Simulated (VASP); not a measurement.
# AgI (P6_3mc) in VASP: notebook

Runs on AgI. Level: PBE. Tasks: single point.

Everything below comes from runs of VASP 6.6.1. Logs are shortened: lines on timing, memory, paths and dates and some standing lists are left out, and cuts for length are marked.

## 1. The cell of the first run

The structure is hexagonal, space group P6_3mc (No. 186). Conventional cell: a = 4.590 Å, b = 4.590 Å, c = 7.507 Å, α = 90.00°, β = 90.00°, γ = 120.00°. Ag (site symmetry 3m) has 4 I at 2.81 Å within 3.7 Å. I (site symmetry 3m) has 4 Ag at 2.81 Å within 3.7 Å.

## 2. Single point, PBE (34.24 Å³/atom)

INCAR

```
PREC = Accurate ; ENCUT = 500
EDIFF = 1E-6 ; ISMEAR = 0
SIGMA = 0.01 ; LREAL = F
LASPH = T ; NELM = 120
ALGO = Normal ; ISIF = 2
LWAVE = F ; LCHARG = F
GGA = PE ; NBANDS = 26
GGA_COMPAT = F
```

KPOINTS

```
Automatic mesh
0
Gamma
  6 6 4
```

POSCAR

```
AgI
1.0
    4.5899822488      0.0000000000      0.0000000000
   -2.2949911244      3.9750412303      0.0000000000
    0.0000000000      0.0000000000      7.5072423255
Ag I
2 2
Direct
    0.3333333333      0.6666666667      0.0001083644
    0.6666666667      0.3333333333      0.5001083644
    0.3333333333      0.6666666667      0.3748916356
    0.6666666667      0.3333333333      0.8748916356
```

Potentials or basis: VASP PAW PBE potentials, release 64 (Ag, I).

On the command line:

```
cat potpaw_PBE.64/Ag/POTCAR potpaw_PBE.64/I/POTCAR > POTCAR
mpirun -np 1 vasp_std > vasp.out
```

OUTCAR:

```text
PREC = Accurate
   ENCUT = 500
   EDIFF = 1E-6
   ISMEAR = 0
   LREAL = F
   LASPH = T
   NELM = 120
   ISIF = 2
   GGA = PE

 ion  position               nearest neighbor table
   1  0.333  0.667  0.000-   4 2.81   4 2.81   4 2.81   3 2.81
   2  0.667  0.333  0.500-   3 2.81   3 2.81   3 2.81   4 2.81
   3  0.333  0.667  0.375-   2 2.81   2 2.81   2 2.81   1 2.81
   4  0.667  0.333  0.875-   1 2.81   1 2.81   1 2.81   2 2.81

  LATTYP: Found a hexagonal cell.
 ALAT       =     4.5899822488
 C/A-ratio  =     1.6355711021

  Lattice vectors:

 A1 = (   4.5899822488,   0.0000000000,   0.0000000000)
 A2 = (  -2.2949911244,   3.9750412303,   0.0000000000)
 A3 = (   0.0000000000,   0.0000000000,   7.5072423255)

Analysis of symmetry for initial positions (statically):
=====================================================================
 Subroutine PRICEL returns:
 Original cell was already a primitive cell.

 Routine SETGRP: Setting up the symmetry group for a
 hexagonal supercell.

 Subroutine GETGRP returns: Found 12 space group operations
 (whereof  6 operations were pure point group operations)
 out of a pool of 24 trial point group operations.

The static configuration has the point symmetry C_3v.
 The point group associated with its full space group is C_6v.

Analysis of symmetry for dynamics (positions and initial velocities):
=====================================================================
 Subroutine PRICEL returns:
 Original cell was already a primitive cell.

 Routine SETGRP: Setting up the symmetry group for a
 hexagonal supercell.

 Subroutine GETGRP returns: Found 12 space group operations
 (whereof  6 operations were pure point group operations)
 out of a pool of 24 trial point group operations.

The dynamic configuration has the point symmetry C_3v.
 The point group associated with its full space group is C_6v.

 Subroutine INISYM returns: Found 12 space group operations
 (whereof  6 operations are pure point group operations),
 and found     1 'primitive' translations

----------------------------------------------------------------------------------------

                                     Primitive cell

  volume of cell :     136.9724

  direct lattice vectors                    reciprocal lattice vectors
     4.589982249  0.000000000  0.000000000     0.217865766  0.125784859  0.000000000
[... 78 lines left out ...]
   ISTART =      0    job   : 0-new  1-cont  2-samecut
   ICHARG =      2    charge: 1-file 2-atom 10-const
   ISPIN  =      1    spin polarized calculation?
   LNONCOLLINEAR =      F non collinear calculations
   LSORBIT =      F    spin-orbit coupling
   LASPH  =      T    aspherical Exc in radial PAW
   ENCUT  =  500.0 eV  36.75 Ry    6.06 a.u.   8.37  8.37 13.69*2*pi/ulx,y,z
   NELM   =    120;   NELMIN=  2; NELMDL= -5     # of ELM steps
   EDIFF  = 0.1E-05   stopping-criterion for ELM
   LREAL  =      F    real-space projection
[... 7 lines left out ...]
   TEBEG  =    0.0;   TEEND  =   0.0 temperature during run
   PSTRESS=    0.0 pullay stress
   NELECT =      36.0000    total number of electrons
   NUPDOWN=      -1.0000    fix difference up-down
   EMIN   =  10.00;   EMAX   =-10.00  energy-range for DOS
   EFERMI =   0.00;   METHOD = LEGACY
   ISMEAR =     0;   SIGMA  =   0.01  broadening in eV -4-tet -1-fermi 0-gaus
   EFERMI_NEDOS =   21; number of points for ismear=-14 and -15
   IALGO  =     38    algorithm
   IMIX   =      4    mixing-type and parameters
     AMIX     =   0.40;   BMIX     =  1.00
     AMIX_MAG =   1.60;   BMIX_MAG =  1.00
  volume/ion in A,a.u.               =      34.24       231.08
  Fermi-wavevector in a.u.,A,eV,Ry     =   1.048652  1.981665 14.961927  1.099671
  Thomas-Fermi vector in A             =   2.183582
   LORBIT       =      0    0 simple, 1 ext, 2 COOP (PROOUT), +10 PAW based schemes
   GGA     = PE    functional components
   LHFCALC =     F    Hartree Fock is set to
   AEXX    =    0.0000 exact exchange contribution
   IVDW    =     0    specifies the selected vdW correction
   LEPSILON=     F    determine dielectric tensor
   LRPA    =     F    only Hartree local field effects (RPA)
 non-spin polarized calculation
 Gauss-broadening in eV      SIGMA  =   0.01
  energy-cutoff  :      500.00
  volume of cell :      136.97
 maximum number of plane-waves:      3520
 NGX is ok and might be reduce to    36
   NGX = 17   NGY = 17   NGZ = 27

 number of electron      36.0000004 magnetization

 Free energy of the ion-electron system (eV)
  ---------------------------------------------------
  ext. energy  EPLUGINS =         0.00000000
  ---------------------------------------------------
  free energy    TOTEN  =        -9.53462257 eV

  energy without entropy =       -9.53462257  energy(sigma->0) =       -9.53462257

 E-fermi :   3.2239     XC(G=0):  -8.4263

 val. band max:        3.1345535707   @ k =   0.0000   0.0000   0.0000
 cond. band min:       4.5050113032   @ k =   0.0000   0.0000   0.0000
 fundamental gap:      1.3704577325
 Fermi energy:         3.2238835324

 k-point     1 :       0.0000    0.0000    0.0000
  band No.  band energies     occupation
      1      -9.6735      2.00000
      2      -9.3808      2.00000
      3      -1.0692      2.00000
      4      -1.0654      2.00000
      5      -1.0654      2.00000
      6      -1.0048      2.00000
[... 598 lines left out ...]
     25      11.3245      0.00000
     26      11.3246      0.00000

------------------------ aborting loop because EDIFF is reached ----------------------------------------

  FORCE on cell =-STRESS in cart. coord.  units (eV):
  Direction    XX          YY          ZZ          XY          YZ          ZX
  --------------------------------------------------------------------------------------
  -------------------------------------------------------------------------------------
  Total        1.5512490      1.5512490      1.5663283      0.0000000      0.0000000     -0.0000000
  in kB       18.1450853     18.1450853     18.3214692      0.0000000      0.0000000     -0.0000000
  external PRESSURE =      18.2038799 kB  Pullay stress =       0.0000000 kB

 VOLUME and BASIS-vectors are now :
 -----------------------------------------------------------------------------
  energy-cutoff  :      500.00
  volume of cell :      136.97
      direct lattice vectors                 reciprocal lattice vectors
     4.589982249  0.000000000  0.000000000     0.217865766  0.125784859  0.000000000
    -2.294991124  3.975041230  0.000000000     0.000000000  0.251569718  0.000000000
     0.000000000  0.000000000  7.507242326     0.000000000  0.000000000  0.133204705

 POSITION                                       TOTAL-FORCE (eV/Angst)
 -----------------------------------------------------------------------------------
     -0.00000      2.65003      0.00081        -0.000000     -0.000000      0.003412
      2.29499      1.32501      3.75443         0.000000      0.000000      0.003412
     -0.00000      2.65003      2.81440         0.000000      0.000000     -0.003412
      2.29499      1.32501      6.56802        -0.000000     -0.000000     -0.003412
 -----------------------------------------------------------------------------------
    total drift:                               -0.000000      0.000000      0.000613

  FREE ENERGIE OF THE ION-ELECTRON SYSTEM (eV)
  ---------------------------------------------------
  free  energy   TOTEN  =        -9.5346225693 eV

  energy  without entropy=       -9.5346225693  energy(sigma->0) =       -9.53462257
```

Wall time 41 s (1 thread of AMD EPYC 9R45 (Zen 5), shared host); peak memory 0.24 GiB.

What came out:

```
Free energy            : -9.5346 eV
Pressure               : 1.8 GPa
Largest force          : 0.003 eV/Å
Band gap on the k mesh : 1.37 eV
```

Forces in eV/Å, atoms in the order of the input:
```
Ag   0.000  0.000  0.003
Ag   0.000  0.000  0.003
I    0.000  0.000 -0.003
I    0.000  0.000 -0.003
```

Caveat: spin-orbit coupling is left out, which moves the levels of the heavy elements.

## 3. Single point, PBE (35.34 Å³/atom)

This run uses another cell than the first one, of 35.34 Å³/atom.

INCAR

```
PREC     = Accurate       # precision mode
ENCUT    = 500            # plane-wave cutoff, eV
EDIFF    = 1E-6           # SCF threshold, eV
ISMEAR   = 0              # smearing method
SIGMA    = 0.01           # smearing width, eV
LREAL    = F              # projectors in reciprocal space
LASPH    = T              # aspherical terms in the spheres
NELM     = 120            # most SCF steps
ALGO     = Normal         # electronic algorithm
ISIF     = 2              # what is computed and relaxed
LWAVE    = F              # write WAVECAR
LCHARG   = F              # write CHGCAR
GGA      = PE             # functional
NBANDS   = 26             # bands
GGA_COMPAT= F
```

KPOINTS is that of step 2.

POSCAR

```
AgI
1.0
    4.6383014022      0.0000000000      0.0000000000
   -2.3191507011      4.0168868447      0.0000000000
    0.0000000000      0.0000000000      7.5862717366
Ag I
2 2
Direct
    0.3333333333      0.6666666667      0.0001083644
    0.6666666667      0.3333333333      0.5001083644
    0.3333333333      0.6666666667      0.3748916356
    0.6666666667      0.3333333333      0.8748916356
```

Potentials or basis: VASP PAW PBE potentials, release 64 (Ag, I).

On the command line:

```
cat potpaw_PBE.64/Ag/POTCAR potpaw_PBE.64/I/POTCAR > POTCAR
mpirun -np 1 vasp_std > vasp.out
```

OUTCAR:

```text
PREC = Accurate
   ENCUT = 500
   EDIFF = 1E-6
   ISMEAR = 0
   LREAL = F
   LASPH = T
   NELM = 120
   ISIF = 2
   GGA = PE

 ion  position               nearest neighbor table
   1  0.333  0.667  0.000-   4 2.84   4 2.84   4 2.84   3 2.84
   2  0.667  0.333  0.500-   3 2.84   3 2.84   3 2.84   4 2.84
   3  0.333  0.667  0.375-   2 2.84   2 2.84   2 2.84   1 2.84
   4  0.667  0.333  0.875-   1 2.84   1 2.84   1 2.84   2 2.84

  LATTYP: Found a hexagonal cell.
 ALAT       =     4.6383014022
 C/A-ratio  =     1.6355711022

  Lattice vectors:

 A1 = (   4.6383014022,   0.0000000000,   0.0000000000)
 A2 = (  -2.3191507011,   4.0168868447,   0.0000000000)
 A3 = (   0.0000000000,   0.0000000000,   7.5862717366)

Analysis of symmetry for initial positions (statically):
=====================================================================
 Subroutine PRICEL returns:
 Original cell was already a primitive cell.

 Routine SETGRP: Setting up the symmetry group for a
 hexagonal supercell.

 Subroutine GETGRP returns: Found 12 space group operations
 (whereof  6 operations were pure point group operations)
 out of a pool of 24 trial point group operations.

The static configuration has the point symmetry C_3v.
 The point group associated with its full space group is C_6v.

Analysis of symmetry for dynamics (positions and initial velocities):
=====================================================================
 Subroutine PRICEL returns:
 Original cell was already a primitive cell.

 Routine SETGRP: Setting up the symmetry group for a
 hexagonal supercell.

 Subroutine GETGRP returns: Found 12 space group operations
 (whereof  6 operations were pure point group operations)
 out of a pool of 24 trial point group operations.

The dynamic configuration has the point symmetry C_3v.
 The point group associated with its full space group is C_6v.
[... 115 lines left out ...]
   EFERMI_NEDOS =   21; number of points for ismear=-14 and -15
   IALGO  =     38    algorithm
   IMIX   =      4    mixing-type and parameters
     AMIX     =   0.40;   BMIX     =  1.00
     AMIX_MAG =   1.60;   BMIX_MAG =  1.00
  volume/ion in A,a.u.               =      35.34       238.46
  Fermi-wavevector in a.u.,A,eV,Ry     =   1.037728  1.961021 14.651821  1.076878
  Thomas-Fermi vector in A             =   2.172179
   LORBIT       =      0    0 simple, 1 ext, 2 COOP (PROOUT), +10 PAW based schemes
   GGA     = PE    functional components
   LHFCALC =     F    Hartree Fock is set to
   AEXX    =    0.0000 exact exchange contribution
   IVDW    =     0    specifies the selected vdW correction
   LEPSILON=     F    determine dielectric tensor
   LRPA    =     F    only Hartree local field effects (RPA)
 non-spin polarized calculation
 Gauss-broadening in eV      SIGMA  =   0.01
  energy-cutoff  :      500.00
  volume of cell :      141.34
 maximum number of plane-waves:      3633
 NGX is ok and might be reduce to    36
   NGX = 17   NGY = 17   NGZ = 27

 number of electron      36.0000004 magnetization

 Free energy of the ion-electron system (eV)
  ---------------------------------------------------
  ext. energy  EPLUGINS =         0.00000000
  ---------------------------------------------------
  free energy    TOTEN  =        -9.57025710 eV

  energy without entropy =       -9.57025710  energy(sigma->0) =       -9.57025710

 E-fermi :   2.8930     XC(G=0):  -8.2817

 val. band max:        2.7881561041   @ k =   0.0000   0.0000   0.0000
 cond. band min:       4.1570666523   @ k =   0.0000   0.0000   0.0000
 fundamental gap:      1.3689105482
 Fermi energy:         2.8929965727

 k-point     1 :       0.0000    0.0000    0.0000
  band No.  band energies     occupation
      1      -9.8481      2.00000
      2      -9.5806      2.00000
      3      -1.2306      2.00000
      4      -1.2271      2.00000
      5      -1.2271      2.00000
      6      -1.1488      2.00000
[... 598 lines left out ...]
     25      10.9894      0.00000
     26      10.9894      0.00000

------------------------ aborting loop because EDIFF is reached ----------------------------------------

  FORCE on cell =-STRESS in cart. coord.  units (eV):
  Direction    XX          YY          ZZ          XY          YZ          ZX
  --------------------------------------------------------------------------------------
  -------------------------------------------------------------------------------------
  Total        0.6956423      0.6956423      0.7032618      0.0000000      0.0000000      0.0000000
  in kB        7.8853250      7.8853250      7.9716947      0.0000000      0.0000000      0.0000000
  external PRESSURE =       7.9141149 kB  Pullay stress =       0.0000000 kB

 VOLUME and BASIS-vectors are now :
 -----------------------------------------------------------------------------
  energy-cutoff  :      500.00
  volume of cell :      141.34
      direct lattice vectors                 reciprocal lattice vectors
     4.638301402  0.000000000  0.000000000     0.215596166  0.124474505  0.000000000
    -2.319150701  4.016886845  0.000000000     0.000000000  0.248949009  0.000000000
     0.000000000  0.000000000  7.586271737     0.000000000  0.000000000  0.131817055

 POSITION                                       TOTAL-FORCE (eV/Angst)
 -----------------------------------------------------------------------------------
     -0.00000      2.67792      0.00082         0.000000     -0.000000      0.001390
      2.31915      1.33896      3.79396         0.000000      0.000000      0.001390
     -0.00000      2.67792      2.84403        -0.000000     -0.000000     -0.001390
      2.31915      1.33896      6.63717        -0.000000      0.000000     -0.001390
 -----------------------------------------------------------------------------------
    total drift:                               -0.000000      0.000000     -0.001374

  FREE ENERGIE OF THE ION-ELECTRON SYSTEM (eV)
  ---------------------------------------------------
  free  energy   TOTEN  =        -9.5702571043 eV

  energy  without entropy=       -9.5702571043  energy(sigma->0) =       -9.57025710
```

Wall time 43 s (1 thread of AMD EPYC 9R45 (Zen 5), shared host); peak memory 0.25 GiB.

What came out:

| Quantity | Value |
| --- | --- |
| Free energy | -9.5703 eV |
| Pressure | 0.8 GPa |
| Band gap on the k mesh | 1.37 eV |

Levels at points of the mesh, in eV from the valence-band top:
```tsv
k point	band 16	band 17	band 18	band 19	band 20	band 21
(0.00, 0.00, 0.00)	-0.06	0.00	0.00	1.37	2.66	5.80
(0.50, 0.00, 0.00)	-1.68	-0.97	-0.68	3.32	3.62	4.86
(0.00, 0.00, 0.50)	-0.35	-0.35	-0.35	2.65	2.65	5.64
(0.50, 0.00, 0.50)	-1.18	-1.17	-1.17	3.28	3.28	4.91
```

Caveat: spin-orbit coupling is left out, which moves the levels of the heavy elements.

[end of part 1 of 2]
